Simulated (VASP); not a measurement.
# Si (I4/mmm) in VASP: further runs

Si is run at these levels: r2SCAN; tasks: single point.

Everything below comes from runs of VASP 6.6.1. Logs are shortened: lines on timing, memory, paths and dates and some standing lists are left out, and cuts for length are marked.

**1. The cell of the first run**

It takes space group I4/mmm (No. 139, tetragonal). Conventional cell: a = 7.021 Å, b = 7.021 Å, c = 3.450 Å, α = 90.00°, β = 90.00°, γ = 90.00°. Si (site symmetry m2m) has 4 Si at 2.23 to 2.51 Å within 2.9 Å.

**2. Single point, r2SCAN**

Contents of POSCAR:

```
Si
1.0
   -3.5105624357      3.5105624357      1.7249895509
    3.5105624357     -3.5105624357      1.7249895509
    3.5105624357      3.5105624357     -1.7249895509
Si
4
Direct
    0.1788010600      0.1788010600      0.3576021200
    0.8211989400      0.8211989400      0.6423978800
    0.1788010600      0.8211989400      0.0000000000
    0.8211989400      0.1788010600      0.0000000000
```

Contents of INCAR.step1:

```
SYSTEM = Si
PREC     = Accurate       ! precision mode
ENCUT    = 520            ! plane-wave cutoff, eV
ISMEAR   = 0              ! smearing method
SIGMA    = 0.03           ! smearing width, eV
LREAL    = .FALSE.        ! projectors in reciprocal space
LASPH    = .TRUE.         ! aspherical terms in the spheres
NELM     = 80             ! most SCF steps
NBANDS   = 16             ! bands
GGA      = PE             ! functional
ALGO     = Normal         ! electronic algorithm
EDIFF    = 1E-4           ! SCF threshold, eV
LWAVE    = .TRUE.         ! write WAVECAR
LCHARG   = .FALSE.        ! write CHGCAR
```

Contents of INCAR.step2:

```
SYSTEM = Si
PREC     = Accurate       ! precision mode
ENCUT    = 520            ! plane-wave cutoff, eV
EDIFF    = 1E-6           ! SCF threshold, eV
ISMEAR   = 0              ! smearing method
SIGMA    = 0.03           ! smearing width, eV
LREAL    = .FALSE.        ! projectors in reciprocal space
LASPH    = .TRUE.         ! aspherical terms in the spheres
NELM     = 80             ! most SCF steps
ALGO     = Normal         ! electronic algorithm
ISIF     = 2              ! what is computed and relaxed
LWAVE    = .FALSE.        ! write WAVECAR
LCHARG   = .TRUE.         ! write CHGCAR
METAGGA  = R2SCAN         ! meta-GGA
LMIXTAU  = .TRUE.       
LELF     = .TRUE.         ! ELF
LVHAR    = .TRUE.       
NBANDS   = 16             ! bands
ISTART   = 1
```

Contents of KPOINTS:

```
regular mesh
0
G
  12 12 12
  0 0 0
```

Potentials or basis: VASP PAW PBE potentials, release 64 (Si).

Launch:

```
cat potpaw_PBE.64/Si/POTCAR > POTCAR
cp INCAR.step1 INCAR
mpirun -np 1 vasp_std > vasp.out
cp INCAR.step2 INCAR
mpirun -np 1 vasp_std > vasp.out
```

OUTCAR:

```text
SYSTEM = Si
   PREC = Accurate
   ENCUT = 520
   EDIFF = 1E-6
   ISMEAR = 0
   LREAL = .FALSE.
   LASPH = .TRUE.
   NELM = 80
   ISIF = 2
   METAGGA = R2SCAN
   ISTART = 1

 ion  position               nearest neighbor table
   1  0.179  0.179  0.358-   2 2.23   2 2.23   3 2.51   4 2.51
   2  0.821  0.821  0.642-   1 2.23   1 2.23   4 2.51   3 2.51
   3  0.179  0.821  0.000-   4 2.23   4 2.23   2 2.51   1 2.51
   4  0.821  0.179  0.000-   3 2.23   3 2.23   2 2.51   1 2.51

  LATTYP: Found a body centered tetragonal cell.
 ALAT       =     7.0211248714
 C/A-ratio  =     0.4913712781

  Lattice vectors:

 A1 = (  -3.5105624357,   3.5105624357,   1.7249895509)
 A2 = (   3.5105624357,  -3.5105624357,   1.7249895509)
 A3 = (   3.5105624357,   3.5105624357,  -1.7249895509)

Analysis of symmetry for initial positions (statically):
=====================================================================
 Subroutine PRICEL returns:
 Original cell was already a primitive cell.

 Routine SETGRP: Setting up the symmetry group for a
 body centered tetragonal supercell.

 Subroutine GETGRP returns: Found 16 space group operations
 (whereof 16 operations were pure point group operations)
 out of a pool of 16 trial point group operations.

The static configuration has the point symmetry D_4h.

Analysis of symmetry for dynamics (positions and initial velocities):
=====================================================================
 Subroutine PRICEL returns:
 Original cell was already a primitive cell.

 Routine SETGRP: Setting up the symmetry group for a
 body centered tetragonal supercell.

 Subroutine GETGRP returns: Found 16 space group operations
 (whereof 16 operations were pure point group operations)
 out of a pool of 16 trial point group operations.

The dynamic configuration has the point symmetry D_4h.

 Subroutine INISYM returns: Found 16 space group operations
 (whereof 16 operations are pure point group operations),
 and found     1 'primitive' translations

----------------------------------------------------------------------------------------

                                     Primitive cell

  volume of cell :      85.0354

[... 90 lines left out ...]
   ENCUT  =  520.0 eV  38.22 Ry    6.18 a.u.   9.77  9.77  9.77*2*pi/ulx,y,z
   NELM   =     80;   NELMIN=  2; NELMDL=  0     # of ELM steps
   EDIFF  = 0.1E-05   stopping-criterion for ELM
   LREAL  =      F    real-space projection
   EDIFFG = 0.1E-04   stopping-criterion for IOM
   NSW    =      0    number of steps for IOM
   IBRION =     -1    ionic relax: 0-MD 1-quasi-New 2-CG
   NFREE  =      0    steps in history (QN), initial steepest desc. (CG)
   ISIF   =      2    stress and relaxation
   ISYM   =      2    0-nonsym 1-usesym 2-fastsym
   POTIM  = 0.5000    time-step for ionic-motion
   TEBEG  =    0.0;   TEEND  =   0.0 temperature during run
   PSTRESS=    0.0 pullay stress
   NELECT =      16.0000    total number of electrons
   NUPDOWN=      -1.0000    fix difference up-down
   EMIN   =  10.00;   EMAX   =-10.00  energy-range for DOS
   EFERMI =   0.00;   METHOD = LEGACY
   ISMEAR =     0;   SIGMA  =   0.03  broadening in eV -4-tet -1-fermi 0-gaus
   EFERMI_NEDOS =   21; number of points for ismear=-14 and -15
   IALGO  =     38    algorithm
   IMIX   =      4    mixing-type and parameters
     AMIX     =   0.40;   BMIX     =  1.00
     AMIX_MAG =   1.60;   BMIX_MAG =  1.00
  volume/ion in A,a.u.               =      21.26       143.46
  Fermi-wavevector in a.u.,A,eV,Ry     =   0.938098  1.772748 11.973506  0.880028
  Thomas-Fermi vector in A             =   2.065276
   LORBIT       =      0    0 simple, 1 ext, 2 COOP (PROOUT), +10 PAW based schemes
   METAGGA = R2SCAN    functional components
   LHFCALC =     F    Hartree Fock is set to
   AEXX    =    0.0000 exact exchange contribution
   IVDW    =     0    specifies the selected vdW correction
   LEPSILON=     F    determine dielectric tensor
   LRPA    =     F    only Hartree local field effects (RPA)
 non-spin polarized calculation
 Gauss-broadening in eV      SIGMA  =   0.03
  energy-cutoff  :      520.00
  volume of cell :       85.04
 maximum number of plane-waves:      2323
   NGX = 19   NGY = 19   NGZ = 19

 number of electron      16.0000000 magnetization

 Free energy of the ion-electron system (eV)
  ---------------------------------------------------
  ext. energy  EPLUGINS =         0.00000000
  ---------------------------------------------------
  free energy    TOTEN  =       -33.73762893 eV

  energy without entropy =      -33.73758943  energy(sigma->0) =      -33.73760918

 E-fermi :   5.6419     XC(G=0):  -9.5215

 val. band max:        5.6249777727   @ k =   0.5000   0.5000   0.3333
 cond. band min:       5.7080948070   @ k =  -0.2500   0.2500   0.0000
 fundamental gap:      0.0831170342
 Fermi energy:         5.6419217187

 k-point     1 :       0.0000    0.0000    0.0000
  band No.  band energies     occupation
      1      -7.3189      2.00000
      2      -3.9956      2.00000
      3      -0.6055      2.00000
      4      -0.6055      2.00000
      5       1.3581      2.00000
      6       4.8560      2.00000
[... 433 lines left out ...]
      3      -1.3544      2.00000
      4       0.6409      2.00000
      5       1.4467      2.00000
      6       2.2519      2.00000
[... 8 lines left out ...]
     15      12.5145      0.00000
     16      13.1182      0.00000

 [... further k-points ...]

------------------------ aborting loop because EDIFF is reached ----------------------------------------

  FORCE on cell =-STRESS in cart. coord.  units (eV):
  Direction    XX          YY          ZZ          XY          YZ          ZX
  --------------------------------------------------------------------------------------
  -------------------------------------------------------------------------------------
  Total       -4.0667781     -4.0667781     12.4294285      0.0000000      0.0000000     -0.0000000
  in kB      -76.6233606    -76.6233606    234.1865135      0.0000000      0.0000000     -0.0000000
  external PRESSURE =      26.9799308 kB  Pullay stress =       0.0000000 kB

 VOLUME and BASIS-vectors are now :
 -----------------------------------------------------------------------------
  energy-cutoff  :      520.00
  volume of cell :       85.04
      direct lattice vectors                 reciprocal lattice vectors
    -3.510562436  3.510562436  1.724989551     0.000000000  0.142427320  0.289856828
     3.510562436 -3.510562436  1.724989551     0.142427320  0.000000000  0.289856828
     3.510562436  3.510562436 -1.724989551     0.142427320  0.142427320  0.000000000

 POSITION                                       TOTAL-FORCE (eV/Angst)
 -----------------------------------------------------------------------------------
      1.25538      1.25538     -0.00000        -1.184693     -1.184693     -0.000000
      2.25518      2.25518      1.72499         1.184693      1.184693      0.000000
      2.25518     -2.25518      1.72499         1.184693     -1.184693      0.000000
     -2.25518      2.25518      1.72499        -1.184693      1.184693      0.000000
 -----------------------------------------------------------------------------------
    total drift:                               -0.000000     -0.000000      0.000000

  FREE ENERGIE OF THE ION-ELECTRON SYSTEM (eV)
  ---------------------------------------------------
  free  energy   TOTEN  =       -33.7376289270 eV

  energy  without entropy=      -33.7375894346  energy(sigma->0) =      -33.73760918
```

OUTCAR.step1:

```text
SYSTEM = Si
   PREC = Accurate
   ENCUT = 520
   ISMEAR = 0
   LREAL = .FALSE.
   LASPH = .TRUE.
   NELM = 80
[... 684 lines left out ...]
      2.25518      2.25518      1.72499         1.246596      1.246596      0.000000
      2.25518     -2.25518      1.72499         1.246596     -1.246596     -0.000000
     -2.25518      2.25518      1.72499        -1.246596      1.246596     -0.000000
 -----------------------------------------------------------------------------------
    total drift:                               -0.000000     -0.000000      0.000000

  FREE ENERGIE OF THE ION-ELECTRON SYSTEM (eV)
  ---------------------------------------------------
  free  energy   TOTEN  =       -20.4457853199 eV

  energy  without entropy=      -20.4456033977  energy(sigma->0) =      -20.44569436
```

OSZICAR.step1:

```text
N       E                     dE             d eps       ncg     rms          rms(c)
DAV:   1     0.267025598107E+02    0.26703E+02   -0.58489E+03  5216   0.809E+02
DAV:   2    -0.191430683188E+02   -0.45846E+02   -0.41587E+02  7112   0.120E+02
DAV:   3    -0.209626258001E+02   -0.18196E+01   -0.18050E+01  7176   0.224E+01
DAV:   4    -0.209866547094E+02   -0.24029E-01   -0.24024E-01  6560   0.329E+00
DAV:   5    -0.209871719390E+02   -0.51723E-03   -0.51721E-03  7296   0.460E-01    0.706E+00
DAV:   6    -0.205954838433E+02    0.39169E+00   -0.22465E-01  6120   0.237E+00    0.419E+00
DAV:   7    -0.204421259180E+02    0.15336E+00   -0.40551E-01  6656   0.309E+00    0.488E-01
DAV:   8    -0.204447005886E+02   -0.25747E-02   -0.42402E-02  6168   0.122E+00    0.284E-01
DAV:   9    -0.204455593607E+02   -0.85877E-03   -0.29828E-03  7000   0.343E-01    0.130E-01
DAV:  10    -0.204458273916E+02   -0.26803E-03   -0.16930E-03  6440   0.234E-01    0.460E-02
DAV:  11    -0.204457853199E+02    0.42072E-04   -0.18028E-04  6120   0.845E-02
   1 F= -.20445785E+02 E0= -.20445694E+02  d E =-.181922E-03
```

It took 8.5 min on 1 thread of AMD EPYC 9R45 (Zen 5), shared host; peak memory 0.32 GiB.

What came out:

```yaml
Free_energy: -33.7376 eV
Pressure: 2.7 GPa
Largest_force: 1.675 eV/Å
Band_gap_on_the_k_mesh: zero (bands 8 and 9 overlap by 0.43 eV)
```

Forces in eV/Å, atoms in the order of the input:
```
Si  -1.185 -1.185  0.000
Si   1.185  1.185  0.000
Si   1.185 -1.185  0.000
Si  -1.185  1.185  0.000
```

Stress tensor (GPa, compression positive):
```
-7.66  0.00  0.00
 0.00 -7.66  0.00
 0.00  0.00 23.42
```

Caveat: the stress differs along the axes, from -8 to 23 GPa; semilocal functionals underestimate gaps, and a narrow one can read as zero; the PAW data sets were made with another functional, which shifts forces and pressure a little.

(Part 1 of 2 ends here.)

The gap in the log of VASP goes by the Fermi energy; the results here count the filled bands.